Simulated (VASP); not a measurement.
Set up this calculation in VASP 6.6.1, as the native input.

* Task: single point
* Functional: r2SCAN
* Potentials or basis: VASP PAW PBE potentials, release 64 (Mo_sv)
* Cutoff: 520 eV
* k mesh: 9 × 9 × 14
* Occupations: fermi-dirac, width 0.1 eV
* Spin: no spin polarisation
* Dipole correction: no
* Further INCAR settings: ALGO = Normal; EDIFF = 1e-06; NBANDS = 28

The system is Mo.

```
Mo
1.0
     4.83432    0.00000    0.00000
    -2.41716    4.18665    0.00000
     0.00000    0.00000    2.64564
Mo
3
Cartesian
  -2.4172 4.1866 2.6456
  0.0000 2.7911 1.3228
  2.4172 1.3955 1.3228
```

This isn't the form of Mo at room conditions, which is bcc.

These files were run (other wordings do the same):

POSCAR

```
Mo
1.0
    4.8343225520      0.0000000000      0.0000000000
   -2.4171612760      4.1866461401      0.0000000000
    0.0000000000      0.0000000000      2.6456398975
Mo
3
Direct
    0.0000000000      1.0000000000      1.0000000000
    0.3333333333      0.6666666667      0.5000000000
    0.6666666667      0.3333333333      0.5000000000
```

INCAR.step1

```
PREC = Accurate
ENCUT = 520
ISMEAR = -1
SIGMA = 0.1
LREAL = False
LASPH = True
NELM = 80
NBANDS = 28
GGA = PE
ALGO = Normal
EDIFF = 1E-4
LWAVE = True
LCHARG = False
```

INCAR.step2

```
PREC = Accurate
ENCUT = 520
EDIFF = 1E-6
ISMEAR = -1
SIGMA = 0.1
LREAL = False
LASPH = True
NELM = 80
ALGO = Normal
ISIF = 2
LWAVE = False
LCHARG = True
METAGGA = R2SCAN
LMIXTAU = True
LELF = True
LVHAR = True
NBANDS = 28
ISTART = 1
```

KPOINTS

```
Automatic mesh
0
Gamma
  9 9 14
```

Potentials or basis: VASP PAW PBE potentials, release 64 (Mo_sv).

Command:

```sh
$ cat potpaw_PBE.64/Mo_sv/POTCAR > POTCAR
$ cp INCAR.step1 INCAR
$ mpirun -np 1 vasp_std > vasp.out
$ cp INCAR.step2 INCAR
$ mpirun -np 1 vasp_std > vasp.out
```

It gave:

```yaml
Pressure: -21.6 GPa
Band_gap_on_the_k_mesh: zero (bands 21 and 22 overlap by 1.08 eV)
```

Caveat: the cell stands under tension; the PAW data sets were made with another functional, which shifts forces and pressure a little.

Run time: 5.6 min on 1 thread of Intel(R) Xeon(R) 6975P-C (Granite Rapids), on a shared host, peak memory 0.23 GiB.
